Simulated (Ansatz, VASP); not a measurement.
## CuO: VASP beside Ansatz

File INCAR:

```
PREC = Accurate
ENCUT = 520
EDIFF = 1E-6
ISMEAR = -1
SIGMA = 0.02
LREAL = F
LASPH = T
NELM = 150
ALGO = Normal
ISIF = 2
LWAVE = F
LCHARG = F
ISPIN = 2
MAGMOM = 1 -1 0 0
LORBIT = 11
LMAXMIX = 4
LDAU = T
LDAUTYPE = 2
LDAUL = 2 -1
LDAUU = 4 0
LDAUJ = 0 0
LDAUPRINT = 1
GGA = PE
NBANDS = 29
```

Contents of KPOINTS:

```
Automatic mesh
0
Gamma
  7 7 4
```

File POSCAR:

```
CuO
1.0
    2.3422000000     -1.7396000000      0.0000000000
    2.3422000000      1.7396000000      0.0000000000
   -0.7732300000      0.0000000000      5.0627900000
Cu O
2 2
Direct
    0.0000000000      0.5000000000      0.0000000000
    0.5000000000      0.0000000000      0.5000000000
    0.5531000000      0.4469000000      0.2500000000
    0.4469000000      0.5531000000      0.7500000000
```

Input for Ansatz:

```yaml
crystal:
  lattice:
    - [2.3422, -1.7396, 0.0]
    - [2.3422, 1.7396, 0.0]
    - [-0.77323, 0.0, 5.06279]
  atoms:
    - { symbol: Cu, position: [0.0, 0.5, 0.0], spin: 1.0 }
    - { symbol: Cu, position: [0.5, 0.0, 0.5], spin: -1.0 }
    - { symbol: O, position: [0.5531, 0.4469, 0.25] }
    - { symbol: O, position: [0.4469, 0.5531, 0.75] }
magnetization:
  spin_polarized: true
hamiltonian:
  xc: pbe
  pseudopotentials: { kind: paw }
  hubbard: { sites: [{ species: Cu, l: d, u_eff: 4.0 }] }
basis:
  ecutwfc: 420
kpoints:
  mp_grid: { grid: [7, 7, 4] }
scf:
  occupations: { method: fermi_dirac, width: 0.02 }
  lower_state_search: "off"
output:
  forces: true
  stress: true
  write_density: true
  write_potential: true
  elf: true
  volumetric_format: npy
```

Alike in both runs: task single point; functional PBE; k mesh 7 × 7 × 4; occupations fermi-dirac, width 0.02 eV; collinear spin; Hubbard terms Cu d U = 4.0 eV.

```csv
,VASP,Ansatz
version,VASP 6.6.1,Ansatz 0.2.0
potentials or method,"VASP PAW PBE potentials, release 64 (Cu, O), cutoff 520 eV","PAW, plane waves, scalar-relativistic"
valence electrons in the cell,34,50
```

```csv
,VASP,Ansatz,Ansatz less VASP
pressure (GPa),4.5,8.0,+3.48
"traceless stress, the component that is largest in VASP (GPa)",2.80,2.33,-0.471
rms of the force components (eV/Å),0.128,0.141,+0.0126
net moment per atom (μB),0.00,0.00,0.000
size of the moment on the site where the two differ most (μB),0.57,0.53,-0.040
```

Site moments also hang on the region over which each program counts them. The programs project onto different local orbitals, so the same U acts differently, and such runs can settle in different states. Atom by atom the forces differ by 0.013 eV/Å (rms over components). VASP's potentials hold 34 valence electrons a cell and Ansatz's 50, so a difference there can come from the potentials and not from the codes.
